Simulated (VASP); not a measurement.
Ir, 1 atom in the cell. It takes space group I4/mmm (No. 139, tetragonal). The conventional cell has a = 2.715 Å, b = 2.715 Å, c = 4.031 Å, α = 90.00°, β = 90.00°, γ = 90.00°. Ir (site symmetry 4/mmm) has 12 Ir at 2.71 to 2.78 Å within 3.6 Å.  This cell differs from its parent crystal: strain +0.000 along x and y, +0.050 along z.

| Property | Result |
| --- | --- |
| Program | VASP 6.6.1 |
| Task | single point |
| Functional | r2SCAN |
| Potentials or basis | VASP PAW PBE potentials, release 64 (Ir) |
| Cutoff | 520 eV |
| k mesh | 22 × 22 × 22 |
| Occupations | gaussian, width 0.15 eV |
| Spin | no spin polarisation |
| Dipole correction | no |
| Further INCAR settings | ALGO = Normal; EDIFF = 1e-07; NBANDS = 10 |

Potentials or basis: VASP PAW PBE potentials, release 64 (Ir).

Run with:

```bash
$ cat potpaw_PBE.64/Ir/POTCAR > POTCAR
$ cp INCAR.step1 INCAR
$ mpirun -np 1 vasp_std > vasp.out
$ cp INCAR.step2 INCAR
$ mpirun -np 1 vasp_std > vasp.out
```

Hardware: 1 thread of Intel(R) Xeon(R) Platinum 8375C CPU @ 2.90GHz (Ice Lake), on a shared host.

**Question.** How long does it take, and how much memory?

**Answer.** It took 4.2 min on 1 thread of Intel(R) Xeon(R) Platinum 8375C CPU @ 2.90GHz (Ice Lake), with other jobs on the host, peak memory 0.25 GiB. Counts: k points 834.
